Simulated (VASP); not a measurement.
# SnSe2 (R-3m) in VASP: further runs

Aim: see how the results for SnSe2 move with the level of theory and the settings. Levels: PBE, LDA, r2SCAN+rVV10, r2SCAN. Tasks: single point.

Program: VASP 6.6.1. These are calculated values, not measurements. Logs are shortened: lines on timing, memory, paths and dates and some standing lists are left out, and cuts for length are marked.

### Step 1. The cell of the first run

It takes space group R-3m (No. 166, trigonal). The conventional cell has a = 3.825 Å, b = 3.825 Å, c = 19.005 Å, α = 90.00°, β = 90.00°, γ = 120.00°. Within 3.6 Å of Sn (site symmetry -3m) lie 6 Se at 2.71 Å. Se (site symmetry 3m) has 3 Sn at 2.71 Å within 3.6 Å.

### Step 2. Single point, PBE

Input file INCAR:

```
SYSTEM = SnSe2
  ALGO = Normal
  EDIFF = 1E-7
  ENCUT = 520
  GGA = PE
  ISIF = 2
  ISMEAR = -1
  LASPH = .TRUE.
  LCHARG = .FALSE.
  LREAL = .FALSE.
  LWAVE = .FALSE.
  NBANDS = 20
  NELM = 60
  PREC = Accurate
  SIGMA = 0.02
```

Input file KPOINTS:

```
k-points
0
G
  8 8 8
  0 0 0
```

Input file POSCAR:

```
SnSe2
1.0
    1.9122916093      1.1040620754      6.3350940540
   -1.9122916093      1.1040620754      6.3350940540
    0.0000000000     -2.2081241508      6.3350940540
Sn Se
1 2
Direct
    0.0000000000      0.0000000000      0.0000000000
    0.2505568941      0.2505568941      0.2505568941
    0.7494431059      0.7494431059      0.7494431059
```

Potentials or basis: VASP PAW PBE potentials, release 64 (Sn_d, Se).

The run is started by

```console
cat potpaw_PBE.64/Sn_d/POTCAR potpaw_PBE.64/Se/POTCAR > POTCAR
mpirun -np 1 vasp_std > vasp.out
```

OUTCAR:

```text
SYSTEM = SnSe2
   EDIFF = 1E-7
   ENCUT = 520
   GGA = PE
   ISIF = 2
   ISMEAR = -1
   LASPH = .TRUE.
   LREAL = .FALSE.
   NELM = 60
   PREC = Accurate

 ion  position               nearest neighbor table
   1  0.000  0.000  0.000-   3 2.71   3 2.71   2 2.71   2 2.71   3 2.71   2 2.71
   2  0.251  0.251  0.251-   1 2.71   1 2.71   1 2.71
   3  0.749  0.749  0.749-   1 2.71   1 2.71   1 2.71

  LATTYP: Found a trigonal (rhomboedric) cell.
 ALAT       =     6.7088917817
 COS(alpha) =     0.8375062499

  Lattice vectors:

 A1 = (   1.9122916093,   1.1040620754,   6.3350940540)
 A2 = (  -1.9122916093,   1.1040620754,   6.3350940540)
 A3 = (   0.0000000000,  -2.2081241508,   6.3350940540)

Analysis of symmetry for initial positions (statically):
=====================================================================
 Subroutine PRICEL returns:
 Original cell was already a primitive cell.

 Routine SETGRP: Setting up the symmetry group for a
 trigonal (rhombohedral) supercell.

 Subroutine GETGRP returns: Found 12 space group operations
 (whereof 12 operations were pure point group operations)
 out of a pool of 12 trial point group operations.

The static configuration has the point symmetry D_3d.

Analysis of symmetry for dynamics (positions and initial velocities):
=====================================================================
 Subroutine PRICEL returns:
 Original cell was already a primitive cell.

 Routine SETGRP: Setting up the symmetry group for a
 trigonal (rhombohedral) supercell.

 Subroutine GETGRP returns: Found 12 space group operations
 (whereof 12 operations were pure point group operations)
 out of a pool of 12 trial point group operations.

The dynamic configuration has the point symmetry D_3d.

 Subroutine INISYM returns: Found 12 space group operations
 (whereof 12 operations are pure point group operations),
 and found     1 'primitive' translations

----------------------------------------------------------------------------------------

                                     Primitive cell

  volume of cell :      80.2513

  direct lattice vectors                    reciprocal lattice vectors
     1.912291609  1.104062075  6.335094054     0.261466399  0.150957696  0.052616951
    -1.912291609  1.104062075  6.335094054    -0.261466399  0.150957696  0.052616951
     0.000000000 -2.208124151  6.335094054     0.000000000 -0.301915391  0.052616951

  length of vectors
     6.708891782  6.708891782  6.708891782     0.306466062  0.306466062  0.306466062

  position of ions in fractional coordinates (direct lattice)
     0.000000000  0.000000000  0.000000000
     0.250556894  0.250556894  0.250556894
     0.749443106  0.749443106  0.749443106

  ion indices of the primitive-cell ions
   primitive index   ion index
                 1           1
                 2           2
                 3           3

----------------------------------------------------------------------------------------

 KPOINTS: k-points

Automatic generation of k-mesh.
 Grid dimensions read from file:
 generate k-points for:    8    8    8

 Generating k-lattice:

  Cartesian coordinates                     Fractional coordinates (reciprocal lattice)
     0.032683300  0.018869712  0.006577119     0.125000000  0.000000000 -0.000000000
    -0.032683300  0.018869712  0.006577119     0.000000000  0.125000000 -0.000000000
     0.000000000 -0.037739424  0.006577119    -0.000000000 -0.000000000  0.125000000

  Length of vectors
     0.038308258  0.038308258  0.038308258

  Shift w.r.t. Gamma in fractional coordinates (k-lattice)
     0.000000000  0.000000000  0.000000000

 Subroutine IBZKPT returns following result:
 ===========================================

 Found     65 irreducible k-points:

 Following reciprocal coordinates:
            Coordinates               Weight
  0.000000  0.000000  0.000000      1.000000
  0.125000 -0.000000  0.000000      6.000000
  0.250000 -0.000000  0.000000      6.000000
  0.375000  0.000000  0.000000      6.000000
  0.500000 -0.000000  0.000000      3.000000
  0.125000  0.125000  0.000000      6.000000
[... 16 lines left out ...]
  0.250000  0.125000  0.125000      6.000000
  0.375000  0.125000  0.125000      6.000000
 [... further k-points ...]
   k-points           NKPTS =     65   k-points in BZ     NKDIM =     65   number of bands    NBANDS=     20
   number of dos      NEDOS =    301   number of ions     NIONS =      3
   total plane-waves  NPLWV = 125000
   dimension x,y,z NGX =    50 NGY =   50 NGZ =   50
   dimension x,y,z NGXF=   100 NGYF=  100 NGZF=  100
   ions per type =               1   2
   NGX,Y,Z   is equivalent  to a cutoff of  12.39, 12.39, 12.39 a.u.
   NGXF,Y,Z  is equivalent  to a cutoff of  24.78, 24.78, 24.78 a.u.
 SYSTEM =  SnSe2
   PREC   = accura    normal or accurate (medium, high low for compatibility)
   ISTART =      0    job   : 0-new  1-cont  2-samecut
   ICHARG =      2    charge: 1-file 2-atom 10-const
[... 42 lines left out ...]
   NGX = 25   NGY = 25   NGZ = 25

 number of electron      26.0000004 magnetization

 Free energy of the ion-electron system (eV)
  ---------------------------------------------------
  ext. energy  EPLUGINS =         0.00000000
  ---------------------------------------------------
  free energy    TOTEN  =       -11.80911677 eV

  energy without entropy =      -11.80911393  energy(sigma->0) =      -11.80911535

 E-fermi :   3.9439     XC(G=0):  -9.2671

 val. band max:        3.7735110559   @ k =  -0.1250   0.1250   0.0000
 cond. band min:       4.0908877683   @ k =   0.5000   0.5000   0.0000
 fundamental gap:      0.3173767124
 Fermi energy:         3.9439201807

 k-point     1 :       0.0000    0.0000    0.0000
  band No.  band energies     occupation
      1     -17.4640      2.00000
      2     -17.4640      2.00000
      3     -17.4278      2.00000
      4     -17.4160      2.00000
      5     -17.4160      2.00000
      6      -9.9809      2.00000
[... 12 lines left out ...]
     19      12.3042      0.00000
     20      12.3042      0.00000

 k-point     2 :       0.1250   -0.0000    0.0000
  band No.  band energies     occupation
      1     -17.4704      2.00000
      2     -17.4586      2.00000
      3     -17.4240      2.00000
      4     -17.4192      2.00000
      5     -17.4153      2.00000
      6      -9.8278      2.00000
[... 12 lines left out ...]
     19      12.4359      0.00000
     20      12.6282      0.00000

 k-point     3 :       0.2500   -0.0000    0.0000
  band No.  band energies     occupation
      1     -17.4883      2.00000
      2     -17.4486      2.00000
      3     -17.4288      2.00000
      4     -17.4108      2.00000
      5     -17.4105      2.00000
      6      -9.3930      2.00000
[... 12 lines left out ...]
     19      12.2154      0.00000
     20      13.3376      0.00000

 k-point     4 :       0.3750    0.0000    0.0000
  band No.  band energies     occupation
      1     -17.5077      2.00000
      2     -17.4440      2.00000
      3     -17.4357      2.00000
      4     -17.4003      2.00000
      5     -17.3988      2.00000
      6      -8.7793      2.00000
[... 12 lines left out ...]
     19      12.4695      0.00000
     20      13.7382      0.00000

 k-point     5 :       0.5000   -0.0000    0.0000
  band No.  band energies     occupation
      1     -17.5159      2.00000
      2     -17.4433      2.00000
      3     -17.4384      2.00000
      4     -17.3948      2.00000
      5     -17.3937      2.00000
      6      -8.3335      2.00000
[... 12 lines left out ...]
     19      12.7228      0.00000
     20      13.7298      0.00000
[... 353 lines left out ...]
      6      -8.4047      2.00000
[... 12 lines left out ...]
     19      13.1965      0.00000
     20      15.9406      0.00000

 k-point    22 :       0.1250    0.1250    0.1250
  band No.  band energies     occupation
      1     -17.4640      2.00000
      2     -17.4640      2.00000
      3     -17.4278      2.00000
      4     -17.4160      2.00000
      5     -17.4160      2.00000
      6      -9.9622      2.00000
[... 12 lines left out ...]
     19      12.3529      0.00000
     20      12.3529      0.00000

 k-point    23 :       0.2500    0.1250    0.1250
  band No.  band energies     occupation
      1     -17.4704      2.00000
      2     -17.4586      2.00000
      3     -17.4240      2.00000
      4     -17.4192      2.00000
      5     -17.4153      2.00000
      6      -9.7977      2.00000
[... 12 lines left out ...]
     19      12.3328      0.00000
     20      12.7786      0.00000

 k-point    24 :       0.3750    0.1250    0.1250
  band No.  band energies     occupation
      1     -17.4883      2.00000
      2     -17.4486      2.00000
      3     -17.4288      2.00000
      4     -17.4108      2.00000
      5     -17.4105      2.00000
      6      -9.3532      2.00000
[... 12 lines left out ...]
     19      11.8952      0.00000
     20      12.8895      0.00000

 [... further k-points ...]

------------------------ aborting loop because EDIFF is reached ----------------------------------------

  FORCE on cell =-STRESS in cart. coord.  units (eV):
  Direction    XX          YY          ZZ          XY          YZ          ZX
  --------------------------------------------------------------------------------------
  -------------------------------------------------------------------------------------
  Total        1.4255765      1.4255765      1.5605947      0.0000000     -0.0000000      0.0000000
  in kB       28.4609357     28.4609357     31.1565083      0.0000000     -0.0000000      0.0000000
  external PRESSURE =      29.3594599 kB  Pullay stress =       0.0000000 kB

 VOLUME and BASIS-vectors are now :
 -----------------------------------------------------------------------------
  energy-cutoff  :      520.00
  volume of cell :       80.25
      direct lattice vectors                 reciprocal lattice vectors
     1.912291609  1.104062075  6.335094054     0.261466399  0.150957696  0.052616951
    -1.912291609  1.104062075  6.335094054    -0.261466399  0.150957696  0.052616951
     0.000000000 -2.208124151  6.335094054     0.000000000 -0.301915391  0.052616951

 POSITION                                       TOTAL-FORCE (eV/Angst)
 -----------------------------------------------------------------------------------
      0.00000      0.00000      0.00000        -0.000000     -0.000000      0.000000
      0.00000      0.00000      4.76190         0.000000     -0.000000     -0.258987
      0.00000      0.00000     14.24338         0.000000      0.000000      0.258987
 -----------------------------------------------------------------------------------
    total drift:                                0.000000      0.000000      0.000000

  FREE ENERGIE OF THE ION-ELECTRON SYSTEM (eV)
  ---------------------------------------------------
  free  energy   TOTEN  =       -11.8091167667 eV

  energy  without entropy=      -11.8091139318  energy(sigma->0) =      -11.80911535
```

Run time: 2.1 min. Hardware: 1 thread of Intel Xeon 6975P-C (Granite Rapids), shared host; peak memory 0.38 GiB.

What came out:

* Free energy: -11.8091 eV
* Pressure: 2.9 GPa
* Largest force: 0.259 eV/Å
* Band gap on the k mesh: 0.32 eV (least direct gap 0.54 eV)

Forces on the atoms (eV/Å):
```
Sn   0.000  0.000  0.000
Se   0.000  0.000 -0.259
Se   0.000  0.000  0.259
```

Stress tensor (GPa, compression positive):
```
2.85 0.00 0.00
0.00 2.85 0.00
0.00 0.00 3.12
```

Caveat: semilocal functionals underestimate gaps, and a narrow one can read as zero; spin-orbit coupling is left out, which moves the levels of the heavy elements. A k mesh can miss the band edges.

### Step 3. Single point, LDA

Input file INCAR:

```
  ALGO = Normal
  EDIFF = 1E-7
  ENCUT = 520
  GGA = CA
  ISIF = 2
  ISMEAR = 0
  LASPH = T
  LCHARG = F
  LREAL = F
  LWAVE = F
  NBANDS = 20
  NELM = 60
  PREC = Accurate
  SIGMA = 0.01
```

Input file KPOINTS:

```
k-points
0
Gamma
  8 8 8
```

POSCAR is that of step 2.

Potentials or basis: VASP PAW LDA potentials, release 64 (Sn_d, Se).

The run is started by

```console
cat potpaw_LDA.64/Sn_d/POTCAR potpaw_LDA.64/Se/POTCAR > POTCAR
mpirun -np 1 vasp_std > vasp.out
```

Run time: 1.7 min. Hardware: 1 thread of Intel Xeon 6975P-C (Granite Rapids), shared host; peak memory 0.33 GiB.

It converged, with:

| Property | Result |
| --- | --- |
| Free energy | -13.7338 eV |
| Pressure | -1.4 GPa |
| Largest force | 0.041 eV/Å |
| Band gap on the k mesh | 0.17 eV (least direct gap 0.39 eV) |

Forces in eV/Å, atoms in the order of the input:
```
Sn   0.000  0.000  0.000
Se   0.000  0.000  0.041
Se   0.000  0.000 -0.041
```

Stress tensor (GPa, compression positive):
```
-1.53  0.00  0.00
 0.00 -1.53  0.00
 0.00  0.00 -1.12
```

Levels at points of the mesh, in eV from the valence-band top:
```csv
k point,band 9,band 10,band 11,band 12,band 13,band 14,band 15,band 16,band 17,band 18
"(0.00, 0.00, 0.00)",-0.57,-0.57,-0.28,-0.28,-0.24,0.81,2.86,4.37,4.37,7.88
"(0.50, 0.00, 0.00)",-4.47,-2.65,-2.34,-1.45,-0.63,1.02,3.77,5.99,6.09,6.33
"(0.50, 0.50, 0.00)",-4.76,-2.49,-2.23,-0.30,-0.22,0.17,3.55,4.95,5.28,5.46
"(0.50, 0.50, 0.50)",-2.07,-0.70,-0.70,-0.15,-0.15,2.28,2.85,4.44,4.44,7.84
```

Caveat: semilocal functionals underestimate gaps, and a narrow one can read as zero; spin-orbit coupling is left out, which moves the levels of the heavy elements. A k mesh can miss the band edges.

### Step 4. Single point, r2SCAN+rVV10

POSCAR is that of step 3.

Input file INCAR.step1:

```
SYSTEM = SnSe2
PREC = Accurate
ENCUT = 520
ISMEAR = -1
SIGMA = 0.02
LREAL = .False.
LASPH = .True.
NELM = 100
NBANDS = 20
GGA = PE
ALGO = Normal
EDIFF = 1E-4
LWAVE = .True.
LCHARG = .False.
```

Input file INCAR.step2:

```
SYSTEM = SnSe2
PREC = Accurate
ENCUT = 520
EDIFF = 1E-6
ISMEAR = -1
SIGMA = 0.02
LREAL = .False.
LASPH = .True.
NELM = 100
ALGO = Normal
ISIF = 2
LWAVE = .False.
LCHARG = .True.
METAGGA = R2SCAN
LMIXTAU = .True.
LUSE_VDW = .True.
IVDW_NL = 2
BPARAM = 11.95
CPARAM = 0.0093
LELF = .True.
LVHAR = .True.
NBANDS = 20
ISTART = 1
```

Input file KPOINTS:

```
regular mesh
0
Gamma
  8 8 8
  0 0 0
```

Potentials or basis: VASP PAW PBE potentials, release 64 (Sn_d, Se).

The run is started by

```console
cat potpaw_PBE.64/Sn_d/POTCAR potpaw_PBE.64/Se/POTCAR > POTCAR
cp INCAR.step1 INCAR
mpirun -np 1 vasp_std > vasp.out
cp INCAR.step2 INCAR
mpirun -np 1 vasp_std > vasp.out
```

Wall time 8.9 min (1 thread of Intel Xeon 6975P-C (Granite Rapids), shared host); peak memory 0.86 GiB.

The run converged. Its results:

- Free energy: -53.9581 eV
- Pressure: 0.2 GPa
- Largest force: 0.031 eV/Å
- Band gap on the k mesh: 0.56 eV (least direct gap 0.79 eV)

Forces on the atoms (eV/Å):
```
Sn   0.000  0.000  0.000
Se   0.000  0.000 -0.031
Se   0.000  0.000  0.031
```

Levels at points of the mesh, in eV from the valence-band top:
| k point | band 9 | band 10 | band 11 | band 12 | band 13 | band 14 | band 15 | band 16 | band 17 | band 18 |
| --- | --- | --- | --- | --- | --- | --- | --- | --- | --- | --- |
| (0.00, 0.00, 0.00) | -0.57 | -0.57 | -0.29 | -0.29 | -0.22 | 1.41 | 3.50 | 4.88 | 4.88 | 8.59 |
| (0.50, 0.00, 0.00) | -4.53 | -2.65 | -2.39 | -1.43 | -0.63 | 1.40 | 4.35 | 6.58 | 6.71 | 6.92 |
| (0.50, 0.50, 0.00) | -4.82 | -2.53 | -2.25 | -0.30 | -0.23 | 0.56 | 4.21 | 5.51 | 5.84 | 6.05 |
| (0.50, 0.50, 0.50) | -2.05 | -0.70 | -0.70 | -0.15 | -0.15 | 2.78 | 3.53 | 4.96 | 4.96 | 8.56 |

Caveat: semilocal functionals underestimate gaps, and a narrow one can read as zero; the PAW data sets were made with another functional, which shifts forces and pressure a little; spin-orbit coupling is left out, which moves the levels of the heavy elements. A k mesh can miss the band edges.

### Step 5. Single point, r2SCAN

POSCAR is that of step 4.

Input file INCAR.step1:

```
SYSTEM = SnSe2
ALGO     = Normal         ! electronic algorithm
EDIFF    = 1E-4           ! SCF threshold, eV
ENCUT    = 520            ! plane-wave cutoff, eV
GGA      = PE             ! functional
ISMEAR   = 0              ! smearing method
LASPH    = .True.         ! aspherical terms in the spheres
LCHARG   = .False.        ! write CHGCAR
LREAL    = .False.        ! projectors in reciprocal space
LWAVE    = .True.         ! write WAVECAR
NBANDS   = 20             ! bands
NELM     = 80             ! most SCF steps
PREC     = Accurate       ! precision mode
SIGMA    = 0.01           ! smearing width, eV
```

Input file INCAR.step2:

```
SYSTEM = SnSe2
ALGO     = Normal         ! electronic algorithm
EDIFF    = 1E-6           ! SCF threshold, eV
ENCUT    = 520            ! plane-wave cutoff, eV
ISIF     = 2              ! what is computed and relaxed
ISMEAR   = 0              ! smearing method
ISTART   = 1            
LASPH    = .True.         ! aspherical terms in the spheres
LCHARG   = .False.        ! write CHGCAR
LMIXTAU  = .True.       
LREAL    = .False.        ! projectors in reciprocal space
LWAVE    = .False.        ! write WAVECAR
METAGGA  = R2SCAN         ! meta-GGA
NBANDS   = 20             ! bands
NELM     = 80             ! most SCF steps
PREC     = Accurate       ! precision mode
SIGMA    = 0.01           ! smearing width, eV
```

Input file KPOINTS:

```
k-points
0
Gamma
  8 8 8
  0 0 0
```

The run is started by

```console
cat potpaw_PBE.64/Sn_d/POTCAR potpaw_PBE.64/Se/POTCAR > POTCAR
cp INCAR.step1 INCAR
mpirun -np 1 vasp_std > vasp.out
cp INCAR.step2 INCAR
mpirun -np 1 vasp_std > vasp.out
```

Wall time 6.7 min (1 thread of Intel Xeon 6975P-C (Granite Rapids), shared host); peak memory 0.43 GiB.

The run converged. Its results:

```
Free energy            : -54.6153 eV
Pressure               : 1.0 GPa
Largest force          : 0.014 eV/Å
Band gap on the k mesh : 0.59 eV (least direct gap 0.82 eV)
```

Forces in eV/Å, atoms in the order of the input:
```
Sn   0.000  0.000  0.000
Se   0.000  0.000  0.014
Se   0.000  0.000 -0.014
```

Levels at points of the mesh, in eV from the valence-band top:
| k point | band 9 | band 10 | band 11 | band 12 | band 13 | band 14 | band 15 | band 16 | band 17 | band 18 |
| --- | --- | --- | --- | --- | --- | --- | --- | --- | --- | --- |
| (0.00, 0.00, 0.00) | -0.57 | -0.57 | -0.28 | -0.28 | -0.22 | 1.45 | 3.54 | 4.90 | 4.90 | 8.66 |
| (0.50, 0.00, 0.00) | -4.51 | -2.63 | -2.38 | -1.41 | -0.62 | 1.41 | 4.40 | 6.58 | 6.74 | 6.95 |
| (0.50, 0.50, 0.00) | -4.80 | -2.52 | -2.24 | -0.30 | -0.23 | 0.59 | 4.25 | 5.57 | 5.86 | 6.08 |
| (0.50, 0.50, 0.50) | -2.02 | -0.70 | -0.70 | -0.15 | -0.15 | 2.79 | 3.57 | 4.98 | 4.98 | 8.61 |

Caveat: semilocal functionals underestimate gaps, and a narrow one can read as zero; the PAW data sets were made with another functional, which shifts forces and pressure a little; spin-orbit coupling is left out, which moves the levels of the heavy elements. A k mesh can miss the band edges.

### Step 6. The runs side by side

```tsv
level	potentials or basis	smearing	gap on the mesh (eV)	pressure (GPa)	largest force (eV/Å)
PBE	VASP PAW PBE potentials, release 64 (Sn_d, Se)	fermi-dirac 0.02 eV	0.32	2.9	0.26
LDA	VASP PAW LDA potentials, release 64 (Sn_d, Se)	gaussian 0.01 eV	0.17	-1.4	0.04
r2SCAN+rVV10	VASP PAW PBE potentials, release 64 (Sn_d, Se)	fermi-dirac 0.02 eV	0.56	0.2	0.03
r2SCAN	VASP PAW PBE potentials, release 64 (Sn_d, Se)	gaussian 0.01 eV	0.59	1.0	0.01
```

Alike in all rows: task single point; no spin polarisation; cell as given; k mesh 8 × 8 × 8; cutoff (eV) 520.

Caveats: semilocal functionals underestimate gaps, and a narrow one can read as zero; spin-orbit coupling is left out, which moves the levels of the heavy elements; the PAW data sets were made with another functional, which shifts forces and pressure a little (at least some runs).

Absolute energies hang on the potentials; compare differences alone.
